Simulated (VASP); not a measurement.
Wanted: the native input for a VASP 6.6.1 run.

```
Task                   : single point
Functional             : PBE
Potentials or basis    : VASP PAW PBE potentials, release 64 (Ca_sv, B)
Cutoff                 : 520 eV
k mesh                 : 12 × 12 × 8
Occupations            : gaussian, width 0.15 eV
Spin                   : no spin polarisation
Dipole correction      : no
Further INCAR settings : ALGO = Normal; EDIFF = 1e-06; NBANDS = 15
```

The structure of CaB2 lies in POSCAR:

```
CaB2
1.0
    3.2191851560      0.0000000000      0.0000000000
   -1.6095925780      2.7878961246      0.0000000000
    0.0000000000      0.0000000000      4.0715212130
Ca B
1 2
Direct
    0.0156072589      0.0629257349      0.0684758734
    0.3255297039      0.6352037992      0.4657620633
    0.6588630372      0.3018704659      0.4657620633
```

This cell differs from its parent crystal: all B atoms moved 0.5 Å in one direction.

The input as run:

INCAR

```
SYSTEM = CaB2
ALGO = Normal ; EDIFF = 1E-6
ENCUT = 520 ; GGA = PE
ISIF = 2 ; ISMEAR = 0
LASPH = .True. ; LCHARG = .False.
LREAL = .False. ; LWAVE = .False.
NBANDS = 15 ; NELM = 80
PREC = Accurate ; SIGMA = 0.15
```

KPOINTS

```
k-points
0
Gamma
  12 12 8
  0 0 0
```

Potentials or basis: VASP PAW PBE potentials, release 64 (Ca_sv, B).

Command:

```console
$ cat potpaw_PBE.64/Ca_sv/POTCAR potpaw_PBE.64/B/POTCAR > POTCAR
$ mpirun -np 1 vasp_std > vasp.out
```

It gave:

```
Pressure               : 10.6 GPa
Largest force          : 4.318 eV/Å
Band gap on the k mesh : zero (bands 8 and 9 overlap by 0.79 eV)
```

Caveat: the cell differs from its parent crystal (all B atoms moved 0.5 Å in one direction); the stress differs along the axes, from 7 to 16 GPa; forces of over 1 eV/Å act on the atoms, so gaps and moduli don't describe the material at rest.

Run time: 2.8 min on 1 thread of Oxide Virtual Turin-like Processor, on a shared host, peak memory 0.38 GiB.
